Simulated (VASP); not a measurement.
Be4Te:

```xyz
5
Lattice="4.2868 0.0000 0.0000 -2.1434 3.7125 0.0000 0.0000 0.0000 5.0023" Properties=species:S:1:pos:R:3 pbc="T T T"
Be    1.0717    1.8563    0.0000
Be    2.1434    0.0000    0.0000
Be   -1.0717    1.8563    0.0000
Be    0.0000    0.0000    0.0000
Te    0.0000    0.0000    2.5012
```

The cell was generated, and may not be a known phase.

- Program: VASP 6.6.1
- Task: relaxation of cell and atoms
- Functional: PBE
- Potentials or basis: VASP PAW PBE potentials, release 64 (Be, Te)
- Cutoff: 600 eV
- k mesh: 12 × 12 × 8
- Occupations: gaussian, width 0.1 eV
- Spin: no spin polarisation

At the start: pressure -0.2 GPa; volume 15.92 Å³/atom.

**Question.** How do energy, volume and symmetry change on relaxing?

**Answer.** Over 5 steps the energy falls by 2.1 meV/atom and the volume is 15.79 Å³/atom (-0.8 %); space group P6/mmm (No. 191, to 0.1 Å) before and after.

The path:
| step | energy change (eV) | largest force (eV/Å) | pressure (GPa) | volume (Å³) |
| --- | --- | --- | --- | --- |
| 1 | 0.0000 | 0.0000 | -0.24 | 79.61 |
| 2 | -0.0094 | 0.0000 | -0.21 | 79.34 |
| 3 | -0.0105 | 0.0000 | -0.19 | 79.21 |
| 4 | -0.0105 | 0.0000 | -0.19 | 79.20 |
| 5 | -0.0107 | 0.0000 | -0.01 | 78.96 |

Final structure:
```xyz
5
Lattice="4.3049 0.0000 0.0000 -2.1524 3.7281 0.0000 0.0000 0.0000 4.9200" Properties=species:S:1:pos:R:3 pbc="T T T"
Be    1.0762    1.8641    4.9200
Be    2.1524    0.0000    4.9200
Be   -1.0762    1.8641    4.9200
Be    0.0000    0.0000    4.9200
Te   -2.1524    3.7281    2.4600
```
